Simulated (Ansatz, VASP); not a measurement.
Al2O3 in VASP and in Ansatz

File INCAR:

```
SYSTEM = Al2O3
ALGO     = Normal         ! electronic algorithm
EDIFF    = 1E-6           ! SCF threshold, eV
ENCUT    = 520            ! plane-wave cutoff, eV
GGA      = PE             ! functional
ISIF     = 2              ! what is computed and relaxed
ISMEAR   = 0              ! smearing method
LASPH    = .True.         ! aspherical terms in the spheres
LCHARG   = .False.        ! write CHGCAR
LREAL    = .False.        ! projectors in reciprocal space
LWAVE    = .False.        ! write WAVECAR
NBANDS   = 35             ! bands
NELM     = 80             ! most SCF steps
PREC     = Accurate       ! precision mode
SIGMA    = 0.05           ! smearing width, eV
```

The input KPOINTS:

```
k-points
0
Gamma
  6 4 8
  0 0 0
```

Contents of POSCAR:

```
Al2O3
1.0
    4.3352025006      0.0000000000      0.0000000000
    0.0000000000      8.9272541994      0.0000000000
    0.0000000000      0.0000000000      3.1467401562
Al O
4 6
Direct
    0.4317423466      0.3295573566      0.5000000000
    0.5682576534      0.6704426434      0.5000000000
    0.9317423466      0.1704426434      0.0000000000
    0.0682576534      0.8295573566      0.0000000000
    0.7545470293      0.2269610254      0.5000000000
    0.0000000000      0.0000000000      0.0000000000
    0.7454529707      0.7269610254      0.0000000000
    0.2545470293      0.2730389746      0.0000000000
    0.2454529707      0.7730389746      0.5000000000
    0.5000000000      0.5000000000      0.5000000000
```

Input for Ansatz:

```yaml
crystal:
  lattice:
    - [4.3352025006, 0.0, 0.0]
    - [0.0, 8.9272541994, 0.0]
    - [0.0, 0.0, 3.1467401562]
  atoms:
    - { symbol: Al, position: [0.4317423466, 0.3295573566, 0.5] }
    - { symbol: Al, position: [0.5682576534, 0.6704426434, 0.5] }
    - { symbol: Al, position: [0.9317423466, 0.1704426434, 0.0] }
    - { symbol: Al, position: [0.0682576534, 0.8295573566, 0.0] }
    - { symbol: O, position: [0.7545470293, 0.2269610254, 0.5] }
    - { symbol: O, position: [0.0, 0.0, 0.0] }
    - { symbol: O, position: [0.7454529707, 0.7269610254, 0.0] }
    - { symbol: O, position: [0.2545470293, 0.2730389746, 0.0] }
    - { symbol: O, position: [0.2454529707, 0.7730389746, 0.5] }
    - { symbol: O, position: [0.5, 0.5, 0.5] }
basis:
  ecutwfc: 420
kpoints:
  mp_grid: { grid: [6, 4, 8] }
hamiltonian:
  xc: pbe
scf:
  occupations: { method: gaussian, width: 0.05 }
output:
  forces: true
  stress: true
  eigenvalues: true
```

Change from the starting cell: strain -0.080 along x and y, +0.040 along z, atoms carried along.

Alike in both runs: task single point; functional PBE; k mesh 6 × 4 × 8; occupations gaussian, width 0.05 eV; no spin polarisation.

|  | VASP | Ansatz |
| --- | --- | --- |
| version | VASP 6.6.1 | Ansatz 0.2.0 |
| potentials or method | VASP PAW PBE potentials, release 64 (Al, O), cutoff 520 eV | scalar-relativistic, plane waves, PAW |
| valence electrons in the cell | 48 | 48 |

VASP gave:

- gap on the k mesh at the Fermi level (eV): 4.33
- least direct gap on the mesh (eV): 4.33
- pressure (GPa): 27.6
- traceless stress, the component that is largest in VASP (GPa): 32.24
- rms of the force components (eV/Å): 1.880

What did Ansatz give for the same quantities?

gap on the k mesh at the Fermi level (eV): 4.34; least direct gap on the mesh (eV): 4.34; pressure (GPa): 27.2; traceless stress, the component that is largest in VASP (GPa): 31.54; rms of the force components (eV/Å): 1.841.

Atom by atom the forces differ by 0.039 eV/Å (rms over components). The functional is the same, so the differences come from potentials, cutoffs and numerics.
